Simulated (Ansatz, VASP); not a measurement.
Two plane-wave programs on MgO

```
Mg O
1.0
     4.27030    0.00000    0.00000
     0.00000   -4.27030    0.00000
     0.00000    0.00000   -4.27030
Mg O
4 4
Direct
  0.00994 0.49006 0.50000
  0.50000 0.00000 0.50000
  0.50000 0.50000 0.00000
  0.00000 0.00000 0.00000
  0.50000 0.00000 0.00000
  0.00000 0.50000 0.00000
  0.00000 0.00000 0.50000
  0.50000 0.50000 0.50000
```

Alike in both runs: task single point; functional PBE; k mesh 6 × 6 × 6; occupations gaussian, width 0.05 eV; no spin polarisation.

```csv
,VASP,Ansatz
version,VASP 6.6.1,Ansatz 0.2.0
potentials or method,"VASP PAW PBE potentials, release 64 (Mg, O), cutoff 520 eV","scalar-relativistic, plane waves, PAW"
valence electrons in the cell,32,64
```

Ansatz gave:

```
gap on the k mesh at the Fermi level (eV)                     : 4.35
least direct gap on the mesh (eV)                             : 4.35
pressure (GPa)                                                : -1.6
traceless stress, the component that is largest in VASP (GPa) : -0.08
rms of the force components (eV/Å)                            : 0.118
```

Problem. Which values does VASP return?

Solution. gap on the k mesh at the Fermi level (eV): 4.34; least direct gap on the mesh (eV): 4.34; pressure (GPa): -2.4; traceless stress, the component that is largest in VASP (GPa): -0.09; rms of the force components (eV/Å): 0.119.

Atom by atom the forces differ by 0.001 eV/Å (rms over components). VASP's potentials hold 32 valence electrons a cell and Ansatz's 64, so a difference there can come from the potentials and not from the codes.
